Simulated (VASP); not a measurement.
Here is a VASP 6.6.1 calculation.

The input INCAR:

```
SYSTEM = Bi
PREC = Accurate ; ENCUT = 520
EDIFF = 1E-6 ; ISMEAR = 0
SIGMA = 0.15 ; LREAL = .False.
LASPH = .True. ; NELM = 60
ALGO = Fast ; ISIF = 2
LWAVE = .False. ; LCHARG = .False.
GGA = PE ; IVDW = 12
NBANDS = 14
```

File KPOINTS:

```
regular mesh
0
Gamma
  18 18 18
  0 0 0
```

Contents of POSCAR:

```
Bi
1.0
   -1.7892643423      1.7892643423      2.4126440391
    1.7892643423     -1.7892643423      2.4126440391
    1.7892643423      1.7892643423     -2.4126440391
Bi
1
Direct
    0.0000000000      0.0000000000      0.0000000000
```

Potentials or basis: VASP PAW PBE potentials, release 64 (Bi_d).

Command:

```console
$ cat potpaw_PBE.64/Bi_d/POTCAR > POTCAR
$ mpirun -np 1 vasp_std > vasp.out
```

Q: Estimate the dispersion energy per atom.

A: -0.510 eV.

Q: What does it give for the pressure?

A: -1.2 GPa.

Stress tensor (GPa, compression positive):
```
-0.99  0.00  0.00
 0.00 -0.99  0.00
 0.00  0.00 -1.63
```

Caveat: pairwise dispersion overbinds metals, which lowers pressure and volume.
